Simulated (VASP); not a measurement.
# SiC (P6_3mc) in VASP: single point with revPBE

Aim: the single point of SiC with revPBE.

All numbers are computed with VASP 6.6.1; they aren't measurements. Logs are shortened: lines on timing, memory, paths and dates and some standing lists are left out, and cuts for length are marked.

## 1. The cell of the first run

Symmetry: P6_3mc, No. 186, hexagonal system. Conventional cell: a = 3.076 Å, b = 3.076 Å, c = 5.048 Å, α = 90.00°, β = 90.00°, γ = 120.00°. Si (site symmetry 3m) has 4 C at 1.88 to 1.90 Å within 2.5 Å. Within 2.5 Å of C (site symmetry 3m) lie 4 Si at 1.88 to 1.90 Å.

## 2. Single point, revPBE

File INCAR:

```
ALGO = Normal
EDIFF = 1E-6
ENCUT = 520
GGA = RE
ISIF = 2
ISMEAR = 1
ISYM = 0
LASPH = T
LCHARG = F
LREAL = F
LWAVE = F
NBANDS = 16
NELM = 80
PREC = Accurate
SIGMA = 0.3
```

File KPOINTS:

```
Automatic mesh
0
Gamma
  10 10 6
  0.5 0.5 0.5
```

File POSCAR:

```
SiC
1.0
    3.0759999988      0.0000000000      0.0000000000
   -1.5379999994      2.6638941410      0.0000000000
    0.0000000000      0.0000000000      5.0480000000
Si C
2 2
Direct
    0.3333341633      0.6666658367      0.0045963649
    0.6666658367      0.3333341633      0.5045963649
    0.3333316499      0.6666683501      0.3804036351
    0.6666683501      0.3333316499      0.8804036351
```

Potentials or basis: VASP PAW PBE potentials, release 64 (Si, C).

The run is started by

```bash
> cat potpaw_PBE.64/Si/POTCAR potpaw_PBE.64/C/POTCAR > POTCAR
> mpirun -np 1 vasp_std > vasp.out
```

OUTCAR:

```text
EDIFF = 1E-6
   ENCUT = 520
   GGA = RE
   ISIF = 2
   ISMEAR = 1
   ISYM = 0
   LASPH = T
   LREAL = F
   NELM = 80
   PREC = Accurate

 ion  position               nearest neighbor table
   1  0.333  0.667  0.005-   4 1.88   4 1.88   4 1.88   3 1.90   2 3.09   2 3.09   2 3.09   2 3.09
                             2 3.09   2 3.09
   2  0.667  0.333  0.505-   3 1.88   3 1.88   3 1.88   4 1.90   1 3.09   1 3.09   1 3.09   1 3.09
                             1 3.09   1 3.09
   3  0.333  0.667  0.380-   2 1.88   2 1.88   2 1.88   1 1.90
   4  0.667  0.333  0.880-   1 1.88   1 1.88   1 1.88   2 1.90

IMPORTANT INFORMATION: All symmetrisations will be switched off!
NOSYMM: (Re-)initialisation of all symmetry stuff for point group C_1.

----------------------------------------------------------------------------------------

                                     Primitive cell

  volume of cell :      41.3640

  direct lattice vectors                    reciprocal lattice vectors
     3.075999999  0.000000000  0.000000000     0.325097529  0.187695146  0.000000000
    -1.537999999  2.663894141  0.000000000     0.000000000  0.375390292  0.000000000
     0.000000000  0.000000000  5.048000000     0.000000000  0.000000000  0.198098257

  length of vectors
     3.075999999  3.075999999  5.048000000     0.375390292  0.375390292  0.198098257

  position of ions in fractional coordinates (direct lattice)
     0.333334163  0.666665837  0.004596365
     0.666665837  0.333334163  0.504596365
     0.333331650  0.666668350  0.380403635
     0.666668350  0.333331650  0.880403635

  ion indices of the primitive-cell ions
   primitive index   ion index
                 1           1
                 2           2
                 3           3
                 4           4

----------------------------------------------------------------------------------------

 KPOINTS: Automatic mesh

Automatic generation of k-mesh.
 Grid dimensions read from file:
 generate k-points for:   10   10    6

 Generating k-lattice:

  Cartesian coordinates                     Fractional coordinates (reciprocal lattice)
     0.032509753  0.018769515  0.000000000     0.100000000  0.000000000  0.000000000
     0.000000000  0.037539029  0.000000000     0.000000000  0.100000000  0.000000000
     0.000000000  0.000000000  0.033016376     0.000000000  0.000000000  0.166666667

  Length of vectors
     0.037539029  0.037539029  0.033016376

  Shift w.r.t. Gamma in fractional coordinates (k-lattice)
     0.500000000  0.500000000  0.500000000

 Subroutine IBZKPT returns following result:
 ===========================================

 Found    900 irreducible k-points:

 Following reciprocal coordinates:
            Coordinates               Weight
  0.050000  0.050000  0.083333      2.000000
 -0.050000  0.100000  0.083333      2.000000
 -0.100000  0.050000  0.083333      2.000000
 -0.050000 -0.050000  0.083333      2.000000
  0.050000 -0.100000  0.083333      2.000000
  0.100000 -0.050000  0.083333      2.000000
[... 16 lines left out ...]
  0.050000 -0.300000  0.083333      2.000000
  0.300000 -0.250000  0.083333      2.000000
 [... further k-points ...]
   k-points           NKPTS =    900   k-points in BZ     NKDIM =    900   number of bands    NBANDS=     16
   number of dos      NEDOS =    301   number of ions     NIONS =      4
   total plane-waves  NPLWV =  23040
   dimension x,y,z NGX =    24 NGY =   24 NGZ =   40
   dimension x,y,z NGXF=    48 NGYF=   48 NGZF=   80
   ions per type =               2   2
   NGX,Y,Z   is equivalent  to a cutoff of  12.97, 12.97, 13.17 a.u.
   NGXF,Y,Z  is equivalent  to a cutoff of  25.94, 25.94, 26.35 a.u.
 SYSTEM =  unknown system
   PREC   = accura    normal or accurate (medium, high low for compatibility)
   ISTART =      0    job   : 0-new  1-cont  2-samecut
   ICHARG =      2    charge: 1-file 2-atom 10-const
   ISPIN  =      1    spin polarized calculation?
   LNONCOLLINEAR =      F non collinear calculations
   LSORBIT =      F    spin-orbit coupling
   LASPH  =      T    aspherical Exc in radial PAW
   ENCUT  =  520.0 eV  38.22 Ry    6.18 a.u.   5.72  5.72  9.39*2*pi/ulx,y,z
   NELM   =     80;   NELMIN=  2; NELMDL= -5     # of ELM steps
   EDIFF  = 0.1E-05   stopping-criterion for ELM
   LREAL  =      F    real-space projection
   EDIFFG = 0.1E-04   stopping-criterion for IOM
   NSW    =      0    number of steps for IOM
   IBRION =     -1    ionic relax: 0-MD 1-quasi-New 2-CG
   NFREE  =      0    steps in history (QN), initial steepest desc. (CG)
   ISIF   =      2    stress and relaxation
   ISYM   =      0    0-nonsym 1-usesym 2-fastsym
   POTIM  = 0.5000    time-step for ionic-motion
   TEBEG  =    0.0;   TEEND  =   0.0 temperature during run
   PSTRESS=    0.0 pullay stress
   NELECT =      16.0000    total number of electrons
   NUPDOWN=      -1.0000    fix difference up-down
   EMIN   =  10.00;   EMAX   =-10.00  energy-range for DOS
   EFERMI =   0.00;   METHOD = LEGACY
   ISMEAR =     1;   SIGMA  =   0.30  broadening in eV -4-tet -1-fermi 0-gaus
   EFERMI_NEDOS =   21; number of points for ismear=-14 and -15
   IALGO  =     38    algorithm
   IMIX   =      4    mixing-type and parameters
     AMIX     =   0.40;   BMIX     =  1.00
     AMIX_MAG =   1.60;   BMIX_MAG =  1.00
  volume/ion in A,a.u.               =      10.34        69.78
  Fermi-wavevector in a.u.,A,eV,Ry     =   1.192817  2.254098 19.358549  1.422813
  Thomas-Fermi vector in A             =   2.328847
   LORBIT       =      0    0 simple, 1 ext, 2 COOP (PROOUT), +10 PAW based schemes
   GGA     = RE    functional components
   LHFCALC =     F    Hartree Fock is set to
   AEXX    =    0.0000 exact exchange contribution
   IVDW    =     0    specifies the selected vdW correction
   LEPSILON=     F    determine dielectric tensor
   LRPA    =     F    only Hartree local field effects (RPA)
 non-spin polarized calculation
 Methfessel and Paxton  Order N= 1 SIGMA  =   0.30
  energy-cutoff  :      520.00
  volume of cell :       41.36
 maximum number of plane-waves:      1123
   NGX = 11   NGY = 11   NGZ = 19

 number of electron      15.9999999 magnetization

 Free energy of the ion-electron system (eV)
  ---------------------------------------------------
  ext. energy  EPLUGINS =         0.00000000
  ---------------------------------------------------
  free energy    TOTEN  =       -28.87205839 eV

  energy without entropy =      -28.87482555  energy(sigma->0) =      -28.87298078

 E-fermi :   8.3672     XC(G=0): -11.3033

 val. band max:        8.2764901614   @ k =   0.0000   0.0500   0.0833
 cond. band min:      10.8201283660   @ k =   0.3500   0.3500   0.0833
 fundamental gap:      2.5436382046
 Fermi energy:         8.3671617076

 k-point     1 :       0.0500    0.0500    0.0833
  band No.  band energies     occupation
      1      -7.0936      2.00000
      2      -3.7489      2.00000
      3      -0.0295      2.00000
      4       6.3276      2.00000
      5       6.7698      2.00000
      6       7.7257      2.00998
[... 8 lines left out ...]
     15      17.5623      0.00000
     16      18.9427      0.00000

 k-point     2 :      -0.0500    0.1000    0.0833
  band No.  band energies     occupation
      1      -7.0936      2.00000
      2      -3.7489      2.00000
      3      -0.0295      2.00000
      4       6.3276      2.00000
      5       6.7698      2.00000
      6       7.7257      2.00998
[... 8 lines left out ...]
     15      17.5623      0.00000
     16      18.9427      0.00000

 k-point     3 :      -0.1000    0.0500    0.0833
  band No.  band energies     occupation
      1      -7.0936      2.00000
      2      -3.7489      2.00000
      3      -0.0295      2.00000
      4       6.3276      2.00000
      5       6.7698      2.00000
      6       7.7257      2.00998
[... 8 lines left out ...]
     15      17.5623      0.00000
     16      18.9436      0.00000

 k-point     4 :      -0.0500   -0.0500    0.0833
  band No.  band energies     occupation
      1      -7.0936      2.00000
      2      -3.7489      2.00000
      3      -0.0295      2.00000
      4       6.3276      2.00000
      5       6.7698      2.00000
      6       7.7257      2.00998
[... 8 lines left out ...]
     15      17.5623      0.00000
     16      18.9438      0.00000

 k-point     5 :       0.0500   -0.1000    0.0833
  band No.  band energies     occupation
      1      -7.0936      2.00000
      2      -3.7489      2.00000
      3      -0.0295      2.00000
      4       6.3276      2.00000
      5       6.7698      2.00000
      6       7.7257      2.00998
[... 8 lines left out ...]
     15      17.5623      0.00000
     16      18.9432      0.00000

 k-point     6 :       0.1000   -0.0500    0.0833
  band No.  band energies     occupation
      1      -7.0936      2.00000
      2      -3.7489      2.00000
      3      -0.0295      2.00000
      4       6.3276      2.00000
      5       6.7698      2.00000
      6       7.7257      2.00998
[... 8 lines left out ...]
     15      17.5623      0.00000
     16      18.9428      0.00000
[... 267 lines left out ...]
 k-point    21 :      -0.3000    0.2500    0.0833
  band No.  band energies     occupation
      1      -5.9154      2.00000
      2      -2.8012      2.00000
      3       0.8884      2.00000
      4       2.8668      2.00000
      5       4.7452      2.00000
      6       5.5827      2.00000
[... 8 lines left out ...]
     15      18.5636      0.00000
     16      19.8259      0.00000

 k-point    22 :      -0.2500   -0.0500    0.0833
  band No.  band energies     occupation
      1      -5.9154      2.00000
      2      -2.8012      2.00000
      3       0.8884      2.00000
      4       2.8668      2.00000
      5       4.7452      2.00000
      6       5.5827      2.00000
[... 8 lines left out ...]
     15      18.5635      0.00000
     16      19.8259      0.00000

 k-point    23 :       0.0500   -0.3000    0.0833
  band No.  band energies     occupation
      1      -5.9154      2.00000
      2      -2.8012      2.00000
      3       0.8884      2.00000
      4       2.8668      2.00000
      5       4.7452      2.00000
      6       5.5827      2.00000
[... 8 lines left out ...]
     15      18.5635      0.00000
     16      19.8259      0.00000

 k-point    24 :       0.3000   -0.2500    0.0833
  band No.  band energies     occupation
      1      -5.9154      2.00000
      2      -2.8012      2.00000
      3       0.8884      2.00000
      4       2.8668      2.00000
      5       4.7452      2.00000
      6       5.5827      2.00000
[... 8 lines left out ...]
     15      18.5636      0.00000
     16      19.8259      0.00000

 [... further k-points ...]
[... 5 lines left out ...]
  --------------------------------------------------------------------------------------
  -------------------------------------------------------------------------------------
  Total        1.4197867      1.4198933      1.3945703      0.0000936     -0.0000002     -0.0000000
  in kB       54.9934616     54.9975873     54.0167381      0.0036248     -0.0000077     -0.0000010
  external PRESSURE =      54.6692623 kB  Pullay stress =       0.0000000 kB

 VOLUME and BASIS-vectors are now :
 -----------------------------------------------------------------------------
  energy-cutoff  :      520.00
  volume of cell :       41.36
      direct lattice vectors                 reciprocal lattice vectors
     3.075999999  0.000000000  0.000000000     0.325097529  0.187695146  0.000000000
    -1.537999999  2.663894141  0.000000000     0.000000000  0.375390292  0.000000000
     0.000000000  0.000000000  5.048000000     0.000000000  0.000000000  0.198098257

 POSITION                                       TOTAL-FORCE (eV/Angst)
 -----------------------------------------------------------------------------------
      0.00000      1.77593      0.02320         0.000039     -0.000023      0.005585
      1.53800      0.88797      2.54720        -0.000039      0.000022      0.005585
     -0.00001      1.77593      1.92028         0.000094     -0.000054     -0.005586
      1.53801      0.88796      4.44428        -0.000094      0.000054     -0.005585
 -----------------------------------------------------------------------------------
    total drift:                               -0.000000      0.000000     -0.000182

  FREE ENERGIE OF THE ION-ELECTRON SYSTEM (eV)
  ---------------------------------------------------
  free  energy   TOTEN  =       -28.8720583917 eV

  energy  without entropy=      -28.8748255451  energy(sigma->0) =      -28.87298078
```

Run time: 3.5 min. Hardware: 1 thread of Intel Xeon Platinum 8488C (Sapphire Rapids), shared host; peak memory 0.55 GiB.

Results:

- Free energy: -28.8721 eV
- Pressure: 5.5 GPa
- Largest force: 0.006 eV/Å
- Band gap on the k mesh: 2.54 eV (least direct gap 4.11 eV)

Forces on the atoms (eV/Å):
```
Si   0.000  0.000  0.006
Si   0.000  0.000  0.006
C    0.000  0.000 -0.006
C    0.000  0.000 -0.006
```

Caveat: the cell stands under pressure; the PAW data sets were made with another functional, which shifts forces and pressure a little; a shifted mesh leaves out Γ, where band edges can lie. A k mesh can miss the band edges.
